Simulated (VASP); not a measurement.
Write the native input for VASP 6.6.1 that does the following.

| Quantity | Value |
| --- | --- |
| Task | single point |
| Functional | PBE |
| Potentials or basis | VASP PAW PBE potentials, release 64 (B, P) |
| Cutoff | 500 eV |
| k mesh | 10 × 10 × 10 |
| Occupations | gaussian, width 0.02 eV |
| Spin | no spin polarisation |
| Dipole correction | no |
| Further INCAR settings | ALGO = Normal; EDIFF = 1e-06; NBANDS = 11 |

The structure of BP (pbe) lies in POSCAR:

```
BP
1.0
    0.0000000000      2.2741514337      2.2741514337
    2.2741514337      0.0000000000      2.2741514337
    2.2741514337      2.2741514337      0.0000000000
B P
1 1
Direct
    0.0000000000      0.0000000000      0.0000000000
    0.7500000000      0.7500000000      0.7500000000
```

These files were run (other wordings do the same):

INCAR

```
ALGO = Normal ; EDIFF = 1E-6
ENCUT = 500 ; GGA = PE
GGA_COMPAT = F ; ISIF = 2
ISMEAR = 0 ; LASPH = T
LCHARG = F ; LREAL = F
LWAVE = F ; NBANDS = 11
NELM = 120 ; PREC = Accurate
SIGMA = 0.02
```

KPOINTS

```
k-points
0
Gamma
  10 10 10
```

Potentials or basis: VASP PAW PBE potentials, release 64 (B, P).

The run is started by

```console
$ cat potpaw_PBE.64/B/POTCAR potpaw_PBE.64/P/POTCAR > POTCAR
$ mpirun -np 1 vasp_std > vasp.out
```

It gave:

The pressure is -0.2 GPa. The band gap on the k mesh is 1.25 eV, indirect (least direct gap 3.39 eV).

Wall time 14 s on 1 thread of AMD EPYC 7R43 64-Core Processor (Zen 3), with other jobs on the host, peak memory 0.1 GiB.
